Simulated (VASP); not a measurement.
# KF (P4/mmm) in VASP: notebook

Runs on KF. Level: PBE. Tasks: single point.

Everything below comes from runs of VASP 6.6.1. Logs are shortened: lines on timing, memory, paths and dates and some standing lists are left out, and cuts for length are marked.

**1. The cell of the first run**

It takes space group P4/mmm (No. 123, tetragonal). Conventional cell: a = 3.259 Å, b = 3.259 Å, c = 3.389 Å, α = 90.00°, β = 90.00°, γ = 90.00°. Within 3.8 Å of K (site symmetry 4/mmm) lie 8 F at 2.86 Å and 6 K at 3.26 to 3.39 Å. Within 3.8 Å of F (site symmetry 4/mmm) lie 8 K at 2.86 Å and 6 F at 3.26 to 3.39 Å.

**2. Single point, PBE (strain +0.0400 x Voigt [1, 0, 0, 0, 0, 0])**

Input file INCAR:

```
SYSTEM = KF
PREC = Accurate ; ENCUT = 520
EDIFF = 1E-6 ; ISMEAR = 0
SIGMA = 0.05 ; LREAL = .FALSE.
LASPH = .TRUE. ; NELM = 80
ALGO = Normal ; ISIF = 2
LWAVE = .FALSE. ; LCHARG = .FALSE.
GGA = PE ; NBANDS = 15
```

Input file KPOINTS:

```
regular mesh
0
G
  8 8 8
  0 0 0
```

Input file POSCAR:

```
KF
1.0
    3.3893132000      0.0000000000      0.0000000000
    0.0000000000      3.2589550000      0.0000000000
    0.0000000000      0.0000000000      3.2589550000
K F
1 1
Direct
    0.0000000000      0.0000000000      0.0000000000
    0.5000000000      0.5000000000      0.5000000000
```

Potentials or basis: VASP PAW PBE potentials, release 64 (K_sv, F).

Run with:

```console
cat potpaw_PBE.64/K_sv/POTCAR potpaw_PBE.64/F/POTCAR > POTCAR
mpirun -np 1 vasp_std > vasp.out
```

OUTCAR:

```text
SYSTEM = KF
   PREC = Accurate
   ENCUT = 520
   EDIFF = 1E-6
   ISMEAR = 0
   LREAL = .FALSE.
   LASPH = .TRUE.
   NELM = 80
   ISIF = 2
   GGA = PE

 ion  position               nearest neighbor table
   1  0.000  0.000  0.000-
   2  0.500  0.500  0.500-

  LATTYP: Found a simple tetragonal cell.
 ALAT       =     3.2589550000
 C/A-ratio  =     1.0400000000

  Lattice vectors:

 A1 = (   0.0000000000,   3.2589550000,   0.0000000000)
 A2 = (   0.0000000000,   0.0000000000,   3.2589550000)
 A3 = (   3.3893132000,   0.0000000000,   0.0000000000)

Analysis of symmetry for initial positions (statically):
=====================================================================
 Subroutine PRICEL returns:
 Original cell was already a primitive cell.

 Routine SETGRP: Setting up the symmetry group for a
 simple tetragonal supercell.

 Subroutine GETGRP returns: Found 16 space group operations
 (whereof 16 operations were pure point group operations)
 out of a pool of 16 trial point group operations.

The static configuration has the point symmetry D_4h.

Analysis of symmetry for dynamics (positions and initial velocities):
=====================================================================
 Subroutine PRICEL returns:
 Original cell was already a primitive cell.

 Routine SETGRP: Setting up the symmetry group for a
 simple tetragonal supercell.

 Subroutine GETGRP returns: Found 16 space group operations
 (whereof 16 operations were pure point group operations)
 out of a pool of 16 trial point group operations.

The dynamic configuration has the point symmetry D_4h.

 Subroutine INISYM returns: Found 16 space group operations
 (whereof 16 operations are pure point group operations),
 and found     1 'primitive' translations

----------------------------------------------------------------------------------------

                                     Primitive cell

  volume of cell :      35.9972

  direct lattice vectors                    reciprocal lattice vectors
     3.389313200  0.000000000  0.000000000     0.295045026  0.000000000  0.000000000
     0.000000000  3.258955000  0.000000000     0.000000000  0.306846827  0.000000000
     0.000000000  0.000000000  3.258955000     0.000000000  0.000000000  0.306846827

  length of vectors
     3.389313200  3.258955000  3.258955000     0.295045026  0.306846827  0.306846827

  position of ions in fractional coordinates (direct lattice)
     0.000000000  0.000000000  0.000000000
     0.500000000  0.500000000  0.500000000

  ion indices of the primitive-cell ions
   primitive index   ion index
                 1           1
                 2           2

----------------------------------------------------------------------------------------

 KPOINTS: regular mesh

Automatic generation of k-mesh.
 Grid dimensions read from file:
 generate k-points for:    8    8    8

 Generating k-lattice:

  Cartesian coordinates                     Fractional coordinates (reciprocal lattice)
     0.036880628  0.000000000  0.000000000     0.125000000  0.000000000  0.000000000
     0.000000000  0.038355853  0.000000000     0.000000000  0.125000000  0.000000000
     0.000000000  0.000000000  0.038355853     0.000000000  0.000000000  0.125000000

  Length of vectors
     0.036880628  0.038355853  0.038355853

  Shift w.r.t. Gamma in fractional coordinates (k-lattice)
     0.000000000  0.000000000  0.000000000

 Subroutine IBZKPT returns following result:
 ===========================================

 Found     75 irreducible k-points:

 Following reciprocal coordinates:
            Coordinates               Weight
  0.000000  0.000000  0.000000      1.000000
  0.125000  0.000000  0.000000      2.000000
  0.250000  0.000000  0.000000      2.000000
  0.375000  0.000000  0.000000      2.000000
  0.500000  0.000000  0.000000      1.000000
  0.000000  0.125000  0.000000      4.000000
[... 16 lines left out ...]
  0.250000  0.500000  0.000000      4.000000
  0.375000  0.500000  0.000000      4.000000
 [... further k-points ...]
   k-points           NKPTS =     75   k-points in BZ     NKDIM =     75   number of bands    NBANDS=     15
   number of dos      NEDOS =    301   number of ions     NIONS =      2
   total plane-waves  NPLWV =  16128
   dimension x,y,z NGX =    28 NGY =   24 NGZ =   24
   dimension x,y,z NGXF=    56 NGYF=   48 NGZF=   48
   ions per type =               1   1
   NGX,Y,Z   is equivalent  to a cutoff of  13.73, 12.24, 12.24 a.u.
   NGXF,Y,Z  is equivalent  to a cutoff of  27.47, 24.49, 24.49 a.u.
 SYSTEM =  KF
   PREC   = accura    normal or accurate (medium, high low for compatibility)
   ISTART =      0    job   : 0-new  1-cont  2-samecut
   ICHARG =      2    charge: 1-file 2-atom 10-const
   ISPIN  =      1    spin polarized calculation?
   LNONCOLLINEAR =      F non collinear calculations
   LSORBIT =      F    spin-orbit coupling
   LASPH  =      T    aspherical Exc in radial PAW
   ENCUT  =  520.0 eV  38.22 Ry    6.18 a.u.   6.30  6.06  6.06*2*pi/ulx,y,z
   NELM   =     80;   NELMIN=  2; NELMDL= -5     # of ELM steps
   EDIFF  = 0.1E-05   stopping-criterion for ELM
   LREAL  =      F    real-space projection
[... 7 lines left out ...]
   TEBEG  =    0.0;   TEEND  =   0.0 temperature during run
   PSTRESS=    0.0 pullay stress
   NELECT =      16.0000    total number of electrons
   NUPDOWN=      -1.0000    fix difference up-down
   EMIN   =  10.00;   EMAX   =-10.00  energy-range for DOS
   EFERMI =   0.00;   METHOD = LEGACY
   ISMEAR =     0;   SIGMA  =   0.05  broadening in eV -4-tet -1-fermi 0-gaus
   EFERMI_NEDOS =   21; number of points for ismear=-14 and -15
   IALGO  =     38    algorithm
   IMIX   =      4    mixing-type and parameters
     AMIX     =   0.40;   BMIX     =  1.00
     AMIX_MAG =   1.60;   BMIX_MAG =  1.00
  volume/ion in A,a.u.               =      18.00       121.46
  Fermi-wavevector in a.u.,A,eV,Ry     =   1.249373  2.360972 21.237771  1.560932
  Thomas-Fermi vector in A             =   2.383416
   LORBIT       =      0    0 simple, 1 ext, 2 COOP (PROOUT), +10 PAW based schemes
   GGA     = PE    functional components
   LHFCALC =     F    Hartree Fock is set to
   AEXX    =    0.0000 exact exchange contribution
   IVDW    =     0    specifies the selected vdW correction
   LEPSILON=     F    determine dielectric tensor
   LRPA    =     F    only Hartree local field effects (RPA)
 non-spin polarized calculation
 Gauss-broadening in eV      SIGMA  =   0.05
  energy-cutoff  :      520.00
  volume of cell :       36.00
 maximum number of plane-waves:       994
 NGX is ok and might be reduce to    28
   NGX = 13   NGY = 13   NGZ = 13

 number of electron      15.9999991 magnetization

 Free energy of the ion-electron system (eV)
  ---------------------------------------------------
  ext. energy  EPLUGINS =         0.00000000
  ---------------------------------------------------
  free energy    TOTEN  =        -8.08070571 eV

  energy without entropy =       -8.08070571  energy(sigma->0) =       -8.08070571

 E-fermi :  -1.8542     XC(G=0):  -8.8362

 val. band max:       -2.1032425111   @ k =   0.5000   0.5000   0.0000
 cond. band min:       3.8381681281   @ k =   0.0000   0.0000   0.0000
 fundamental gap:      5.9414106392
 Fermi energy:        -1.8542265498

 k-point     1 :       0.0000    0.0000    0.0000
  band No.  band energies     occupation
      1     -29.2798      2.00000
      2     -21.0120      2.00000
      3     -12.4034      2.00000
      4     -12.3261      2.00000
      5     -12.3261      2.00000
      6      -2.2864      2.00000
      7      -2.1594      2.00000
      8      -2.1594      2.00000
      9       3.8382      0.00000
     10       6.0467      0.00000
     11       6.1133      0.00000
     12      11.3436      0.00000
     13      11.3436      0.00000
     14      11.5745      0.00000
     15      17.6183      0.00000

 k-point     2 :       0.1250    0.0000    0.0000
  band No.  band energies     occupation
      1     -29.2676      2.00000
      2     -21.0164      2.00000
      3     -12.4768      2.00000
      4     -12.3149      2.00000
      5     -12.3149      2.00000
      6      -2.4628      2.00000
      7      -2.1732      2.00000
      8      -2.1732      2.00000
      9       4.2158      0.00000
     10       6.2134      0.00000
     11       6.3436      0.00000
     12      11.1509      0.00000
     13      11.1509      0.00000
     14      11.6106      0.00000
     15      16.6805      0.00000

 k-point     3 :       0.2500    0.0000    0.0000
  band No.  band energies     occupation
      1     -29.2377      2.00000
      2     -21.0276      2.00000
      3     -12.6479      2.00000
      4     -12.2879      2.00000
      5     -12.2879      2.00000
      6      -2.8436      2.00000
      7      -2.2071      2.00000
      8      -2.2071      2.00000
      9       5.1571      0.00000
     10       6.4766      0.00000
     11       7.0960      0.00000
     12      10.7438      0.00000
     13      10.7438      0.00000
     14      11.6999      0.00000
     15      15.2231      0.00000

 k-point     4 :       0.3750    0.0000    0.0000
  band No.  band energies     occupation
      1     -29.2075      2.00000
      2     -21.0396      2.00000
      3     -12.8109      2.00000
      4     -12.2605      2.00000
      5     -12.2605      2.00000
      6      -3.1781      2.00000
      7      -2.2420      2.00000
      8      -2.2420      2.00000
      9       6.2126      0.00000
     10       6.7788      0.00000
     11       7.9029      0.00000
     12      10.3971      0.00000
     13      10.3971      0.00000
     14      11.7923      0.00000
     15      14.0226      0.00000
[... 307 lines left out ...]
 k-point    22 :       0.1250    0.5000    0.0000
  band No.  band energies     occupation
      1     -29.1498      2.00000
      2     -21.0083      2.00000
      3     -13.0421      2.00000
      4     -12.3922      2.00000
      5     -12.2158      2.00000
      6      -3.2268      2.00000
      7      -2.4478      2.00000
      8      -2.2120      2.00000
      9       6.9168      0.00000
     10       7.5756      0.00000
     11       7.9366      0.00000
     12       9.9483      0.00000
     13      10.0938      0.00000
     14      11.3292      0.00000
     15      14.2427      0.00000

 k-point    23 :       0.2500    0.5000    0.0000
  band No.  band energies     occupation
      1     -29.1257      2.00000
      2     -20.9767      2.00000
      3     -13.0748      2.00000
      4     -12.6298      2.00000
      5     -12.1967      2.00000
      6      -3.0331      2.00000
      7      -2.5702      2.00000
      8      -2.1675      2.00000
      9       6.7948      0.00000
     10       7.1384      0.00000
     11       8.6906      0.00000
     12       9.7763      0.00000
     13      10.6003      0.00000
     14      10.6664      0.00000
     15      14.1104      0.00000

 k-point    24 :       0.3750    0.5000    0.0000
  band No.  band energies     occupation
      1     -29.1013      2.00000
      2     -20.9455      2.00000
      3     -13.1087      2.00000
      4     -12.8559      2.00000
      5     -12.1776      2.00000
      6      -2.8485      2.00000
      7      -2.6831      2.00000
      8      -2.1222      2.00000
      9       6.5235      0.00000
     10       6.6636      0.00000
     11       9.6057      0.00000
     12      10.0198      0.00000
     13      10.2995      0.00000
     14      11.2216      0.00000
     15      13.6042      0.00000

 [... further k-points ...]

------------------------ aborting loop because EDIFF is reached ----------------------------------------

  FORCE on cell =-STRESS in cart. coord.  units (eV):
  Direction    XX          YY          ZZ          XY          YZ          ZX
  --------------------------------------------------------------------------------------
  -------------------------------------------------------------------------------------
  Total       -0.7497861     -0.0305027     -0.0305027      0.0000000      0.0000000      0.0000000
  in kB      -33.3717944     -1.3576282     -1.3576282      0.0000000      0.0000000      0.0000000
  external PRESSURE =     -12.0290169 kB  Pullay stress =       0.0000000 kB

 VOLUME and BASIS-vectors are now :
 -----------------------------------------------------------------------------
  energy-cutoff  :      520.00
  volume of cell :       36.00
      direct lattice vectors                 reciprocal lattice vectors
     3.389313200  0.000000000  0.000000000     0.295045026  0.000000000  0.000000000
     0.000000000  3.258955000  0.000000000     0.000000000  0.306846827  0.000000000
     0.000000000  0.000000000  3.258955000     0.000000000  0.000000000  0.306846827

 POSITION                                       TOTAL-FORCE (eV/Angst)
 -----------------------------------------------------------------------------------
      0.00000      0.00000      0.00000         0.000000      0.000000      0.000000
      1.69466      1.62948      1.62948         0.000000      0.000000      0.000000
 -----------------------------------------------------------------------------------
    total drift:                                0.000000      0.000000      0.000000

  FREE ENERGIE OF THE ION-ELECTRON SYSTEM (eV)
  ---------------------------------------------------
  free  energy   TOTEN  =        -8.0807057125 eV

  energy  without entropy=       -8.0807057125  energy(sigma->0) =       -8.08070571
```

Wall time 31 s (1 thread of Intel Xeon 8259CL, shared host); peak memory 0.17 GiB.

Results:

```yaml
Free_energy: -8.0807 eV
Pressure: -1.2 GPa
Band_gap_on_the_k_mesh: 5.94 eV (least direct gap 6.00 eV)
```

Stress tensor (GPa, compression positive):
```
-3.34  0.00  0.00
 0.00 -0.14  0.00
 0.00  0.00 -0.14
```

Levels at points of the mesh, in eV from the valence-band top:
| k point | band 4 | band 5 | band 6 | band 7 | band 8 | band 9 | band 10 | band 11 | band 12 | band 13 |
| --- | --- | --- | --- | --- | --- | --- | --- | --- | --- | --- |
| (0.00, 0.00, 0.00) | -10.22 | -10.22 | -0.18 | -0.06 | -0.06 | 5.94 | 8.15 | 8.22 | 13.45 | 13.45 |
| (0.50, 0.00, 0.00) | -10.15 | -10.15 | -1.20 | -0.15 | -0.15 | 8.83 | 9.02 | 10.34 | 12.37 | 12.37 |
| (0.00, 0.50, 0.00) | -10.19 | -10.12 | -1.21 | -0.29 | -0.13 | 9.07 | 9.29 | 10.49 | 11.92 | 12.12 |
| (0.50, 0.50, 0.00) | -10.84 | -10.07 | -0.67 | -0.62 | 0.00 | 8.40 | 8.71 | 11.64 | 11.91 | 13.56 |
| (0.00, 0.50, 0.50) | -10.98 | -10.10 | -0.65 | -0.65 | -0.12 | 8.09 | 8.93 | 11.38 | 11.38 | 13.97 |
| (0.50, 0.50, 0.50) | -10.83 | -10.66 | -1.01 | -1.01 | -0.99 | 9.90 | 10.32 | 10.32 | 14.57 | 14.80 |

Caveat: the cell differs from its parent crystal (strain +0.0400 x Voigt [1, 0, 0, 0, 0, 0]).

**3. Single point, PBE (strain +0.0350 x Voigt [1, 0, 0, 0, 0, 0])**

Input file INCAR:

```
PREC = Accurate ; ENCUT = 520
EDIFF = 1E-6 ; ISMEAR = 0
SIGMA = 0.05 ; LREAL = F
LASPH = T ; NELM = 80
ALGO = Normal ; ISIF = 2
LWAVE = F ; LCHARG = F
GGA = PE ; NBANDS = 15
```

Input file KPOINTS:

```
Automatic mesh
0
Gamma
  8 8 8
```

POSCAR: that of step 2 with these lines changed.

```diff
@@ -2,3 +2,3 @@
 1.0
-    3.3893132000      0.0000000000      0.0000000000
+    3.3730184250      0.0000000000      0.0000000000
     0.0000000000      3.2589550000      0.0000000000
```

Potentials or basis: VASP PAW PBE potentials, release 64 (K_sv, F).

Run with:

```console
cat potpaw_PBE.64/K_sv/POTCAR potpaw_PBE.64/F/POTCAR > POTCAR
mpirun -np 1 vasp_std > vasp.out
```

Run time: 31 s. Hardware: 1 thread of Intel Xeon 8259CL, shared host; peak memory 0.17 GiB.

The run converged. Its results:

```
Free energy            : -8.0839 eV
Pressure               : -1.1 GPa
Band gap on the k mesh : 5.98 eV (least direct gap 6.04 eV)
```

Stress tensor (GPa, compression positive):
```
-2.95  0.00  0.00
 0.00 -0.13  0.00
 0.00  0.00 -0.13
```

Levels at points of the mesh, in eV from the valence-band top:
```csv
k point,band 4,band 5,band 6,band 7,band 8,band 9,band 10,band 11,band 12,band 13
"(0.00, 0.00, 0.00)",-10.20,-10.20,-0.17,-0.06,-0.06,5.98,8.17,8.23,13.49,13.49
"(0.50, 0.00, 0.00)",-10.12,-10.12,-1.20,-0.15,-0.15,8.89,9.06,10.40,12.38,12.38
"(0.00, 0.50, 0.00)",-10.16,-10.10,-1.21,-0.28,-0.13,9.10,9.29,10.54,11.98,12.16
"(0.50, 0.50, 0.00)",-10.84,-10.04,-0.66,-0.62,0.00,8.41,8.74,11.67,11.91,13.64
"(0.00, 0.50, 0.50)",-10.95,-10.07,-0.65,-0.65,-0.10,8.14,8.94,11.44,11.44,14.00
"(0.50, 0.50, 0.50)",-10.81,-10.65,-1.01,-1.01,-1.00,9.97,10.34,10.34,14.64,14.85
```

Caveat: the cell differs from its parent crystal (strain +0.0350 x Voigt [1, 0, 0, 0, 0, 0]). A k mesh can miss the band edges.
